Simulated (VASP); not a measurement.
# NaCl (Fm-3m) in VASP: a series of runs

Aim: see how the results for NaCl move with the level of theory and the settings. Levels: RPBE, revPBE, PBEsol, BLYP. Tasks: single point.

All numbers are computed with VASP 6.6.1; they aren't measurements. Logs are shortened: lines on timing, memory, paths and dates and some standing lists are left out, and cuts for length are marked.

## (1) The cell of the first run

It takes space group Fm-3m (No. 225, cubic). The conventional cell has a = 5.620 Å, b = 5.620 Å, c = 5.620 Å, α = 90.00°, β = 90.00°, γ = 90.00°. Within 3.7 Å of Na (site symmetry m-3m) lie 6 Cl at 2.81 Å. Cl (site symmetry m-3m) has 6 Na at 2.81 Å within 3.7 Å.

## (2) Single point, RPBE

Input file INCAR:

```
SYSTEM = NaCl
PREC     = Accurate       ! precision mode
ENCUT    = 500            ! plane-wave cutoff, eV
EDIFF    = 1E-6           ! SCF threshold, eV
ISMEAR   = 0              ! smearing method
SIGMA    = 0.01           ! smearing width, eV
LREAL    = .FALSE.        ! projectors in reciprocal space
LASPH    = .TRUE.         ! aspherical terms in the spheres
NELM     = 120            ! most SCF steps
ALGO     = Normal         ! electronic algorithm
ISIF     = 2              ! what is computed and relaxed
LWAVE    = .FALSE.        ! write WAVECAR
LCHARG   = .FALSE.        ! write CHGCAR
GGA      = RP             ! functional
NBANDS   = 14             ! bands
GGA_COMPAT= .FALSE.
```

Input file KPOINTS:

```
regular mesh
0
G
  4 4 4
  0 0 0
```

Input file POSCAR:

```
NaCl
1.0
    0.0000000000      2.8100000000      2.8100000000
    2.8100000000      0.0000000000      2.8100000000
    2.8100000000      2.8100000000      0.0000000000
Na Cl
1 1
Direct
    0.0000000000      0.0000000000      0.0000000000
    0.5000000000      0.5000000000      0.5000000000
```

Potentials or basis: VASP PAW PBE potentials, release 64 (Na_pv, Cl).

Launch:

```sh
$ cat potpaw_PBE.64/Na_pv/POTCAR potpaw_PBE.64/Cl/POTCAR > POTCAR
$ mpirun -np 1 vasp_std > vasp.out
```

OUTCAR:

```text
SYSTEM = NaCl
   PREC = Accurate
   ENCUT = 500
   EDIFF = 1E-6
   ISMEAR = 0
   LREAL = .FALSE.
   LASPH = .TRUE.
   NELM = 120
   ISIF = 2
   GGA = RP

 ion  position               nearest neighbor table
   1  0.000  0.000  0.000-
   2  0.500  0.500  0.500-

  LATTYP: Found a face centered cubic cell.
 ALAT       =     5.6200000000

  Lattice vectors:

 A1 = (   0.0000000000,   2.8100000000,   2.8100000000)
 A2 = (   2.8100000000,   0.0000000000,   2.8100000000)
 A3 = (   2.8100000000,   2.8100000000,   0.0000000000)

Analysis of symmetry for initial positions (statically):
=====================================================================
 Subroutine PRICEL returns:
 Original cell was already a primitive cell.

 Routine SETGRP: Setting up the symmetry group for a
 face centered cubic supercell.

 Subroutine GETGRP returns: Found 48 space group operations
 (whereof 48 operations were pure point group operations)
 out of a pool of 48 trial point group operations.

The static configuration has the point symmetry O_h .

Analysis of symmetry for dynamics (positions and initial velocities):
=====================================================================
 Subroutine PRICEL returns:
 Original cell was already a primitive cell.

 Routine SETGRP: Setting up the symmetry group for a
 face centered cubic supercell.

 Subroutine GETGRP returns: Found 48 space group operations
 (whereof 48 operations were pure point group operations)
 out of a pool of 48 trial point group operations.

The dynamic configuration has the point symmetry O_h .

 Subroutine INISYM returns: Found 48 space group operations
 (whereof 48 operations are pure point group operations),
 and found     1 'primitive' translations

----------------------------------------------------------------------------------------

                                     Primitive cell

  volume of cell :      44.3761

  direct lattice vectors                    reciprocal lattice vectors
     0.000000000  2.810000000  2.810000000    -0.177935943  0.177935943  0.177935943
     2.810000000  0.000000000  2.810000000     0.177935943 -0.177935943  0.177935943
     2.810000000  2.810000000  0.000000000     0.177935943  0.177935943 -0.177935943

  length of vectors
     3.973940110  3.973940110  3.973940110     0.308194094  0.308194094  0.308194094

  position of ions in fractional coordinates (direct lattice)
     0.000000000  0.000000000  0.000000000
     0.500000000  0.500000000  0.500000000
[... 70 lines left out ...]
   PSTRESS=    0.0 pullay stress
   NELECT =      14.0000    total number of electrons
   NUPDOWN=      -1.0000    fix difference up-down
   EMIN   =  10.00;   EMAX   =-10.00  energy-range for DOS
   EFERMI =   0.00;   METHOD = LEGACY
   ISMEAR =     0;   SIGMA  =   0.01  broadening in eV -4-tet -1-fermi 0-gaus
   EFERMI_NEDOS =   21; number of points for ismear=-14 and -15
   IALGO  =     38    algorithm
   IMIX   =      4    mixing-type and parameters
     AMIX     =   0.40;   BMIX     =  1.00
     AMIX_MAG =   1.60;   BMIX_MAG =  1.00
  volume/ion in A,a.u.               =      22.19       149.73
  Fermi-wavevector in a.u.,A,eV,Ry     =   1.114469  2.106040 16.898985  1.242040
  Thomas-Fermi vector in A             =   2.251064
   LORBIT       =      0    0 simple, 1 ext, 2 COOP (PROOUT), +10 PAW based schemes
   GGA     = RP    functional components
   LHFCALC =     F    Hartree Fock is set to
   AEXX    =    0.0000 exact exchange contribution
   IVDW    =     0    specifies the selected vdW correction
   LEPSILON=     F    determine dielectric tensor
   LRPA    =     F    only Hartree local field effects (RPA)
 non-spin polarized calculation
 Gauss-broadening in eV      SIGMA  =   0.01
  energy-cutoff  :      500.00
  volume of cell :       44.38
 maximum number of plane-waves:      1158
 NGX is ok and might be reduce to    30
   NGX = 15   NGY = 15   NGZ = 15

 number of electron      14.0000000 magnetization

 Free energy of the ion-electron system (eV)
  ---------------------------------------------------
  ext. energy  EPLUGINS =         0.00000000
  ---------------------------------------------------
  free energy    TOTEN  =        -6.41496699 eV

  energy without entropy =       -6.41496699  energy(sigma->0) =       -6.41496699

 E-fermi :  -0.4940     XC(G=0):  -7.8787

 val. band max:       -0.5409596518   @ k =   0.0000   0.0000   0.0000
 cond. band min:       4.9348063223   @ k =   0.0000   0.0000   0.0000
 fundamental gap:      5.4757659741
 Fermi energy:        -0.4939917805

 k-point     1 :       0.0000    0.0000    0.0000
  band No.  band energies     occupation
      1     -21.3574      2.00000
      2     -21.3574      2.00000
      3     -21.3574      2.00000
      4     -13.2117      2.00000
      5      -0.5410      2.00000
      6      -0.5410      2.00000
      7      -0.5410      2.00000
      8       4.9348      0.00000
      9      10.7560      0.00000
     10      10.7560      0.00000
     11      10.7560      0.00000
     12      12.8631      0.00000
     13      12.8631      0.00000
     14      14.7593      0.00000
[... 105 lines left out ...]
      1     -21.3715      2.00000
      2     -21.3715      2.00000
      3     -21.3677      2.00000
      4     -12.8089      2.00000
      5      -1.7051      2.00000
      6      -1.7051      2.00000
      7      -1.2808      2.00000
      8       8.5667      0.00000
      9       9.4364      0.00000
     10       9.4364      0.00000
     11      11.1191      0.00000
     12      15.4996      0.00000
     13      15.4996      0.00000
     14      15.9364      0.00000

------------------------ aborting loop because EDIFF is reached ----------------------------------------

  FORCE on cell =-STRESS in cart. coord.  units (eV):
  Direction    XX          YY          ZZ          XY          YZ          ZX
  --------------------------------------------------------------------------------------
  -------------------------------------------------------------------------------------
  Total        0.8109731      0.8109731      0.8109731     -0.0000000      0.0000000      0.0000000
  in kB       29.2797997     29.2797997     29.2797997     -0.0000000      0.0000000      0.0000000
  external PRESSURE =      29.2797997 kB  Pullay stress =       0.0000000 kB

 VOLUME and BASIS-vectors are now :
 -----------------------------------------------------------------------------
  energy-cutoff  :      500.00
  volume of cell :       44.38
      direct lattice vectors                 reciprocal lattice vectors
     0.000000000  2.810000000  2.810000000    -0.177935943  0.177935943  0.177935943
     2.810000000  0.000000000  2.810000000     0.177935943 -0.177935943  0.177935943
     2.810000000  2.810000000  0.000000000     0.177935943  0.177935943 -0.177935943

 POSITION                                       TOTAL-FORCE (eV/Angst)
 -----------------------------------------------------------------------------------
      0.00000      0.00000      0.00000        -0.000000     -0.000000     -0.000000
      2.81000      2.81000      2.81000         0.000000      0.000000      0.000000
 -----------------------------------------------------------------------------------
    total drift:                               -0.000000      0.000000      0.000000

  FREE ENERGIE OF THE ION-ELECTRON SYSTEM (eV)
  ---------------------------------------------------
  free  energy   TOTEN  =        -6.4149669900 eV

  energy  without entropy=       -6.4149669900  energy(sigma->0) =       -6.41496699
```

It took 15 s on 1 thread of AMD EPYC, shared host; peak memory 0.12 GiB.

Results:

```
Free energy            : -6.4150 eV
Pressure               : 2.9 GPa
Band gap on the k mesh : 5.48 eV
```

Levels at points of the mesh, in eV from the valence-band top:
```csv
k point,band 5,band 6,band 7,band 8,band 9,band 10
"(0.00, 0.00, 0.00)",0.00,0.00,0.00,5.48,11.30,11.30
"(0.50, 0.00, 0.00)",-1.89,-0.26,-0.26,7.58,11.00,11.18
"(0.50, 0.50, 0.00)",-1.63,-0.59,-0.59,7.83,8.31,11.70
```

Caveat: the k points lie up to 0.48 Å⁻¹ apart; the PAW data sets were made with another functional, which shifts forces and pressure a little.

[end of part 1 of 2]
